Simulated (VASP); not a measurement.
# Cr (Pm-3m) in VASP: notebook

The runs below take Cr through single point, relaxation of cell and atoms, with r2SCAN.

Everything below comes from runs of VASP 6.6.1. Logs are shortened: lines on timing, memory, paths and dates and some standing lists are left out, and cuts for length are marked.

## 1. The cell of the first run

The structure is cubic, space group Pm-3m (No. 221). The conventional cell has a = 2.328 Å, b = 2.328 Å, c = 2.328 Å, α = 90.00°, β = 90.00°, γ = 90.00°. Within 3.1 Å of Cr (site symmetry m-3m) lie 6 Cr at 2.33 Å.

This isn't the form of Cr at room conditions, which is bcc.

## 2. Single point, r2SCAN, collinear spin

Contents of POSCAR:

```
Cr
1.0
    2.3277888898      0.0000000000      0.0000000000
    0.0000000000      2.3277888898      0.0000000000
    0.0000000000      0.0000000000      2.3277888898
Cr
1
Direct
    0.0000000000      0.0000000000      0.0000000000
```

Contents of INCAR.step1:

```
SYSTEM = Cr
ALGO     = Normal         ! electronic algorithm
EDIFF    = 1E-4           ! SCF threshold, eV
ENCUT    = 520            ! plane-wave cutoff, eV
GGA      = PE             ! functional
ISMEAR   = 0              ! smearing method
ISPIN    = 2              ! spin polarisation
LASPH    = .TRUE.         ! aspherical terms in the spheres
LCHARG   = .FALSE.        ! write CHGCAR
LMAXMIX  = 4              ! l up to which the mixer works
LREAL    = .FALSE.        ! projectors in reciprocal space
LWAVE    = .TRUE.         ! write WAVECAR
MAGMOM   = -0.11          ! initial moments
NBANDS   = 16             ! bands
NELM     = 150            ! most SCF steps
PREC     = Accurate       ! precision mode
SIGMA    = 0.1            ! smearing width, eV
```

Contents of INCAR.step2:

```
SYSTEM = Cr
ALGO     = Normal         ! electronic algorithm
EDIFF    = 1E-6           ! SCF threshold, eV
ENCUT    = 520            ! plane-wave cutoff, eV
ISIF     = 2              ! what is computed and relaxed
ISMEAR   = 0              ! smearing method
ISPIN    = 2              ! spin polarisation
ISTART   = 1            
LASPH    = .TRUE.         ! aspherical terms in the spheres
LCHARG   = .FALSE.        ! write CHGCAR
LMAXMIX  = 4              ! l up to which the mixer works
LMIXTAU  = .TRUE.       
LORBIT   = 11             ! projections on sites
LREAL    = .FALSE.        ! projectors in reciprocal space
LWAVE    = .FALSE.        ! write WAVECAR
MAGMOM   = -0.11          ! initial moments
METAGGA  = R2SCAN         ! meta-GGA
NBANDS   = 16             ! bands
NELM     = 150            ! most SCF steps
PREC     = Accurate       ! precision mode
SIGMA    = 0.1            ! smearing width, eV
```

Contents of KPOINTS:

```
k-points
0
G
  8 8 8
  0 0 0
```

Potentials or basis: VASP PAW PBE potentials, release 64 (Cr_pv).

Launch:

```bash
$ cat potpaw_PBE.64/Cr_pv/POTCAR > POTCAR
$ cp INCAR.step1 INCAR
$ mpirun -np 1 vasp_std > vasp.out
$ cp INCAR.step2 INCAR
$ mpirun -np 1 vasp_std > vasp.out
```

OUTCAR:

```text
SYSTEM = Cr
   EDIFF = 1E-6
   ENCUT = 520
   ISIF = 2
   ISMEAR = 0
   ISPIN = 2
   ISTART = 1
   LASPH = .TRUE.
   LORBIT = 11
   LREAL = .FALSE.
   METAGGA = R2SCAN
   NELM = 150
   PREC = Accurate

 ion  position               nearest neighbor table
   1  0.000  0.000  0.000-

  LATTYP: Found a simple cubic cell.
 ALAT       =     2.3277888898

  Lattice vectors:

 A1 = (   2.3277888898,   0.0000000000,   0.0000000000)
 A2 = (   0.0000000000,   2.3277888898,   0.0000000000)
 A3 = (   0.0000000000,   0.0000000000,   2.3277888898)

Analysis of symmetry for initial positions (statically):
=====================================================================
 Subroutine PRICEL returns:
 Original cell was already a primitive cell.

 Routine SETGRP: Setting up the symmetry group for a
 simple cubic supercell.

 Subroutine GETGRP returns: Found 48 space group operations
 (whereof 48 operations were pure point group operations)
 out of a pool of 48 trial point group operations.

The static configuration has the point symmetry O_h .

Analysis of symmetry for dynamics (positions and initial velocities):
=====================================================================
 Subroutine PRICEL returns:
 Original cell was already a primitive cell.

 Routine SETGRP: Setting up the symmetry group for a
 simple cubic supercell.

 Subroutine GETGRP returns: Found 48 space group operations
 (whereof 48 operations were pure point group operations)
 out of a pool of 48 trial point group operations.

The dynamic configuration has the point symmetry O_h .

Analysis of structural, dynamic, and magnetic symmetry:
=====================================================================
 Subroutine PRICEL returns:
 Original cell was already a primitive cell.

 Routine SETGRP: Setting up the symmetry group for a
 simple cubic supercell.

 Subroutine GETGRP returns: Found 48 space group operations
 (whereof 48 operations were pure point group operations)
 out of a pool of 48 trial point group operations.

The overall configuration has the point symmetry O_h .

 Subroutine INISYM returns: Found 48 space group operations
 (whereof 48 operations are pure point group operations),
 and found     1 'primitive' translations

----------------------------------------------------------------------------------------

                                     Primitive cell

  volume of cell :      12.6134

  direct lattice vectors                    reciprocal lattice vectors
     2.327788890  0.000000000  0.000000000     0.429592221  0.000000000  0.000000000
     0.000000000  2.327788890  0.000000000     0.000000000  0.429592221  0.000000000
     0.000000000  0.000000000  2.327788890     0.000000000  0.000000000  0.429592221

  length of vectors
     2.327788890  2.327788890  2.327788890     0.429592221  0.429592221  0.429592221

  position of ions in fractional coordinates (direct lattice)
     0.000000000  0.000000000  0.000000000

  ion indices of the primitive-cell ions
   primitive index   ion index
                 1           1

----------------------------------------------------------------------------------------

 KPOINTS: k-points

Automatic generation of k-mesh.
 Grid dimensions read from file:
 generate k-points for:    8    8    8

 Generating k-lattice:

  Cartesian coordinates                     Fractional coordinates (reciprocal lattice)
     0.053699028  0.000000000  0.000000000     0.125000000  0.000000000  0.000000000
     0.000000000  0.053699028  0.000000000     0.000000000  0.125000000  0.000000000
     0.000000000  0.000000000  0.053699028     0.000000000  0.000000000  0.125000000

  Length of vectors
     0.053699028  0.053699028  0.053699028

  Shift w.r.t. Gamma in fractional coordinates (k-lattice)
     0.000000000  0.000000000  0.000000000

 Subroutine IBZKPT returns following result:
 ===========================================

 Found     35 irreducible k-points:

 Following reciprocal coordinates:
            Coordinates               Weight
  0.000000  0.000000  0.000000      1.000000
  0.125000  0.000000  0.000000      6.000000
  0.250000  0.000000  0.000000      6.000000
  0.375000  0.000000  0.000000      6.000000
  0.500000  0.000000  0.000000      3.000000
  0.125000  0.125000  0.000000     12.000000
[... 16 lines left out ...]
  0.375000  0.375000  0.125000     24.000000
  0.500000  0.375000  0.125000     24.000000
 [... further k-points ...]
   k-points           NKPTS =     35   k-points in BZ     NKDIM =     35   number of bands    NBANDS=     16
   number of dos      NEDOS =    301   number of ions     NIONS =      1
   total plane-waves  NPLWV =   5832
   dimension x,y,z NGX =    18 NGY =   18 NGZ =   18
   dimension x,y,z NGXF=    36 NGYF=   36 NGZF=   36
   ions per type =               1
   NGX,Y,Z   is equivalent  to a cutoff of  12.86, 12.86, 12.86 a.u.
   NGXF,Y,Z  is equivalent  to a cutoff of  25.71, 25.71, 25.71 a.u.
 SYSTEM =  Cr
   PREC   = accura    normal or accurate (medium, high low for compatibility)
   ISTART =      1    job   : 0-new  1-cont  2-samecut
   ICHARG =      0    charge: 1-file 2-atom 10-const
   ISPIN  =      2    spin polarized calculation?
   LNONCOLLINEAR =      F non collinear calculations
   LSORBIT =      F    spin-orbit coupling
   LASPH  =      T    aspherical Exc in radial PAW
   ENCUT  =  520.0 eV  38.22 Ry    6.18 a.u.   4.33  4.33  4.33*2*pi/ulx,y,z
   NELM   =    150;   NELMIN=  2; NELMDL=  0     # of ELM steps
   EDIFF  = 0.1E-05   stopping-criterion for ELM
   LREAL  =      F    real-space projection
   EDIFFG = 0.1E-04   stopping-criterion for IOM
   NSW    =      0    number of steps for IOM
   IBRION =     -1    ionic relax: 0-MD 1-quasi-New 2-CG
   NFREE  =      0    steps in history (QN), initial steepest desc. (CG)
   ISIF   =      2    stress and relaxation
   ISYM   =      2    0-nonsym 1-usesym 2-fastsym
   POTIM  = 0.5000    time-step for ionic-motion
   TEBEG  =    0.0;   TEEND  =   0.0 temperature during run
   PSTRESS=    0.0 pullay stress
   NELECT =      12.0000    total number of electrons
   NUPDOWN=      -1.0000    fix difference up-down
   EMIN   =  10.00;   EMAX   =-10.00  energy-range for DOS
   EFERMI =   0.00;   METHOD = LEGACY
   ISMEAR =     0;   SIGMA  =   0.10  broadening in eV -4-tet -1-fermi 0-gaus
   EFERMI_NEDOS =   21; number of points for ismear=-14 and -15
   IALGO  =     38    algorithm
   IMIX   =      4    mixing-type and parameters
     AMIX     =   0.40;   BMIX     =  1.00
     AMIX_MAG =   1.60;   BMIX_MAG =  1.00
  volume/ion in A,a.u.               =      12.61        85.12
  Fermi-wavevector in a.u.,A,eV,Ry     =   1.610120  3.042686 35.272932  2.592487
  Thomas-Fermi vector in A             =   2.705721
   LORBIT       =     11    0 simple, 1 ext, 2 COOP (PROOUT), +10 PAW based schemes
   METAGGA = R2SCAN    functional components
   LHFCALC =     F    Hartree Fock is set to
   AEXX    =    0.0000 exact exchange contribution
   IVDW    =     0    specifies the selected vdW correction
   LEPSILON=     F    determine dielectric tensor
   LRPA    =     F    only Hartree local field effects (RPA)
 spin polarized calculation
 Gauss-broadening in eV      SIGMA  =   0.10
  energy-cutoff  :      520.00
  volume of cell :       12.61
 maximum number of plane-waves:       356
 NGX is ok and might be reduce to    18
   NGX =  9   NGY =  9   NGZ =  9

 number of electron      11.9999995 magnetization      -0.0141181

 Free energy of the ion-electron system (eV)
  ---------------------------------------------------
  ext. energy  EPLUGINS =         0.00000000
  ---------------------------------------------------
  free energy    TOTEN  =       -13.70195194 eV

  energy without entropy =      -13.69618744  energy(sigma->0) =      -13.69906969

 E-fermi :   9.9397     XC(G=0): -14.2278

 val. band max:        9.9294350529   @ k =   0.5000   0.1250   0.1250
 cond. band min:       9.9463038772   @ k =   0.5000   0.3750   0.1250
 fundamental gap:      0.0168688242
 Fermi energy:         9.9396875514

 spin component 1

 k-point     1 :       0.0000    0.0000    0.0000
  band No.  band energies     occupation
      1     -34.2651      1.00000
      2     -34.2651      1.00000
      3     -34.2650      1.00000
      4       1.9115      1.00000
      5       6.2908      1.00000
      6       6.2909      1.00000
[... 8 lines left out ...]
     15      35.4354      0.00000
     16      39.7827      0.00000

 k-point     2 :       0.1250    0.0000    0.0000
  band No.  band energies     occupation
      1     -34.4368      1.00000
      2     -34.2506      1.00000
      3     -34.2506      1.00000
      4       2.4295      1.00000
      5       6.4027      1.00000
      6       6.6690      1.00000
[... 8 lines left out ...]
     15      37.0652      0.00000
     16      42.6267      0.00000
[... 387 lines left out ...]
      5       8.1950      1.00000
      6      10.1715      0.00052
[... 8 lines left out ...]
     15      39.0463      0.00000
     16      41.0547      0.00000

 k-point    24 :       0.5000    0.3750    0.1250
  band No.  band energies     occupation
      1     -35.2259      1.00000
      2     -35.0531      1.00000
      3     -34.2393      1.00000
      4       5.6462      1.00000
      5       8.3988      1.00000
      6       9.9463      0.46273
[... 8 lines left out ...]
     15      38.0782      0.00000
     16      40.1243      0.00000

 [... further k-points ...]

 spin component 2

 k-point     1 :       0.0000    0.0000    0.0000
  band No.  band energies     occupation
      1     -34.2856      1.00000
      2     -34.2855      1.00000
      3     -34.2855      1.00000
      4       1.9112      1.00000
      5       6.2868      1.00000
      6       6.2869      1.00000
[... 8 lines left out ...]
     15      35.4288      0.00000
     16      39.7893      0.00000

 k-point     2 :       0.1250    0.0000    0.0000
  band No.  band energies     occupation
      1     -34.4571      1.00000
      2     -34.2711      1.00000
      3     -34.2711      1.00000
      4       2.4291      1.00000
      5       6.3987      1.00000
      6       6.6648      1.00000
[... 8 lines left out ...]
     15      37.0616      0.00000
     16      42.6256      0.00000
[... 387 lines left out ...]
      5       8.1889      1.00000
      6      10.1484      0.00158
[... 8 lines left out ...]
     15      39.0402      0.00000
     16      41.0456      0.00000

 k-point    24 :       0.5000    0.3750    0.1250
  band No.  band energies     occupation
      1     -35.2455      1.00000
      2     -35.0728      1.00000
      3     -34.2597      1.00000
      4       5.6307      1.00000
      5       8.3933      1.00000
      6       9.9217      0.60057
[... 8 lines left out ...]
     15      38.0711      0.00000
     16      40.1171      0.00000

 [... further k-points ...]

------------------------ aborting loop because EDIFF is reached ----------------------------------------

  FORCE on cell =-STRESS in cart. coord.  units (eV):
  Direction    XX          YY          ZZ          XY          YZ          ZX
  --------------------------------------------------------------------------------------
  -------------------------------------------------------------------------------------
  Total        0.0577239      0.0577239      0.0577239      0.0000000     -0.0000000      0.0000000
  in kB        7.3322148      7.3322148      7.3322148      0.0000000     -0.0000000      0.0000000
  external PRESSURE =       7.3322148 kB  Pullay stress =       0.0000000 kB

 VOLUME and BASIS-vectors are now :
 -----------------------------------------------------------------------------
  energy-cutoff  :      520.00
  volume of cell :       12.61
      direct lattice vectors                 reciprocal lattice vectors
     2.327788890  0.000000000  0.000000000     0.429592221  0.000000000  0.000000000
     0.000000000  2.327788890  0.000000000     0.000000000  0.429592221  0.000000000
     0.000000000  0.000000000  2.327788890     0.000000000  0.000000000  0.429592221

 POSITION                                       TOTAL-FORCE (eV/Angst)
 -----------------------------------------------------------------------------------
      0.00000      0.00000      0.00000         0.000000      0.000000      0.000000
 -----------------------------------------------------------------------------------
    total drift:                                0.000000      0.000000      0.000000

  FREE ENERGIE OF THE ION-ELECTRON SYSTEM (eV)
  ---------------------------------------------------
  free  energy   TOTEN  =       -13.7019519428 eV

  energy  without entropy=      -13.6961874370  energy(sigma->0) =      -13.69906969

 total charge

# of ion       s       p       d       tot
------------------------------------------
    1        0.691   6.327   4.320  11.338

 magnetization (x)

# of ion       s       p       d       tot
------------------------------------------
    1       -0.001   0.000  -0.014  -0.014
```

Run time: 64 s. Hardware: 1 thread of Intel Xeon 8259CL, shared host; peak memory 0.13 GiB.

Results:

```
Free energy                                           : -13.7020 eV
Pressure                                              : 0.7 GPa
Band gap on the k mesh                                : zero (filled and empty bands overlap)
Net moment                                            : -0.01 μB per cell
Valence electrons inside the program's atomic spheres : Cr 11.34
```

Levels at points of the mesh, in eV from the Fermi level:
Spin up:
| k point | band 3 | band 4 | band 5 | band 6 | band 7 | band 8 | band 9 | band 10 |
| --- | --- | --- | --- | --- | --- | --- | --- | --- |
| (0.00, 0.00, 0.00) | -44.20 | -8.03 | -3.65 | -3.65 | 2.70 | 2.70 | 2.70 | 3.64 |
| (0.50, 0.00, 0.00) | -44.11 | -3.48 | -2.83 | -1.05 | 0.65 | 0.65 | 2.88 | 3.60 |
| (0.50, 0.50, 0.00) | -44.01 | -4.86 | -2.03 | 1.09 | 1.09 | 3.60 | 3.67 | 6.37 |
| (0.50, 0.50, 0.50) | -45.01 | -3.05 | -3.05 | -3.05 | 3.60 | 3.78 | 3.78 | 11.41 |
Spin down:
```csv
k point,band 2,band 3,band 4,band 5,band 6,band 7,band 8,band 9,band 10,band 11
"(0.00, 0.00, 0.00)",-44.23,-44.23,-8.03,-3.65,-3.65,2.67,2.67,2.67,3.61,20.74
"(0.50, 0.00, 0.00)",-44.13,-44.13,-3.48,-2.84,-1.05,0.62,0.62,2.85,3.57,7.58
"(0.50, 0.50, 0.00)",-45.18,-44.03,-4.87,-2.03,1.07,1.07,3.57,3.66,6.37,6.37
"(0.50, 0.50, 0.50)",-45.03,-45.03,-3.08,-3.08,-3.08,3.57,3.77,3.77,11.41,14.77
```

Caveat: the PAW data sets were made with another functional, which shifts forces and pressure a little.

## 3. Single point, r2SCAN, collinear spin, ferromagnetic start

This run uses another cell than the first one, of 13.70 Å³/atom.

Contents of POSCAR:

```
Cr
1.0
    2.3928153992      0.0000000000      0.0000000000
    0.0000000000      2.3928153992      0.0000000000
    0.0000000000      0.0000000000      2.3928153992
Cr
1
Direct
    0.0000000000      0.0000000000      0.0000000000
```

Contents of INCAR.step1:

```
SYSTEM = Cr
PREC = Accurate ; ENCUT = 520
ISMEAR = 0 ; SIGMA = 0.1
LREAL = .False. ; LASPH = .True.
NELM = 150 ; ISPIN = 2
MAGMOM = 3 ; LMAXMIX = 4
NBANDS = 16 ; GGA = PE
ALGO = Normal ; EDIFF = 1E-4
LWAVE = .True. ; LCHARG = .False.
```

Contents of INCAR.step2:

```
SYSTEM = Cr
PREC = Accurate ; ENCUT = 520
EDIFF = 1E-6 ; ISMEAR = 0
SIGMA = 0.1 ; LREAL = .False.
LASPH = .True. ; NELM = 150
ALGO = Normal ; ISIF = 2
LWAVE = .False. ; LCHARG = .False.
ISPIN = 2 ; MAGMOM = 3
LORBIT = 11 ; LMAXMIX = 4
METAGGA = R2SCAN ; LMIXTAU = .True.
NBANDS = 16 ; ISTART = 1
```

Contents of KPOINTS:

```
Automatic mesh
0
Gamma
  8 8 8
  0 0 0
```

Potentials or basis: VASP PAW PBE potentials, release 64 (Cr_pv).

Launch:

```bash
$ cat potpaw_PBE.64/Cr_pv/POTCAR > POTCAR
$ cp INCAR.step1 INCAR
$ mpirun -np 1 vasp_std > vasp.out
$ cp INCAR.step2 INCAR
$ mpirun -np 1 vasp_std > vasp.out
```

It took 96 s on 1 thread of Intel Xeon 8259CL, shared host; peak memory 0.13 GiB.

Results (log left out):

| Property | Result |
| --- | --- |
| Free energy | -13.6541 eV |
| Pressure | -13.9 GPa |
| Net moment | 0.10 μB per cell |
| Site moments | Cr +0.10 μB |
| Valence electrons inside the program's atomic spheres | Cr 11.20 |

Levels at points of the mesh, in eV from the Fermi level:
Spin up:
| k point | band 4 | band 5 | band 6 | band 7 | band 8 | band 9 |
| --- | --- | --- | --- | --- | --- | --- |
| (0.00, 0.00, 0.00) | -7.73 | -3.34 | -3.34 | 2.30 | 2.30 | 2.30 |
| (0.50, 0.00, 0.00) | -3.38 | -2.61 | -1.04 | 0.49 | 0.49 | 2.46 |
| (0.50, 0.50, 0.00) | -4.38 | -1.94 | 0.88 | 0.88 | 3.21 | 3.31 |
| (0.50, 0.50, 0.50) | -2.78 | -2.78 | -2.78 | 3.30 | 3.30 | 3.31 |
Spin down:
| k point | band 4 | band 5 | band 6 | band 7 | band 8 | band 9 |
| --- | --- | --- | --- | --- | --- | --- |
| (0.00, 0.00, 0.00) | -7.73 | -3.31 | -3.31 | 2.50 | 2.50 | 2.50 |
| (0.50, 0.00, 0.00) | -3.34 | -2.58 | -1.05 | 0.69 | 0.69 | 2.66 |
| (0.50, 0.50, 0.00) | -4.27 | -1.91 | 1.08 | 1.08 | 3.26 | 3.53 |
| (0.50, 0.50, 0.50) | -2.63 | -2.63 | -2.63 | 3.36 | 3.36 | 3.53 |

Caveat: the cell stands under tension; the PAW data sets were made with another functional, which shifts forces and pressure a little.

(Continued in part 2 of 2.)

The gap in the log of VASP goes by the Fermi energy; the results here count the filled bands.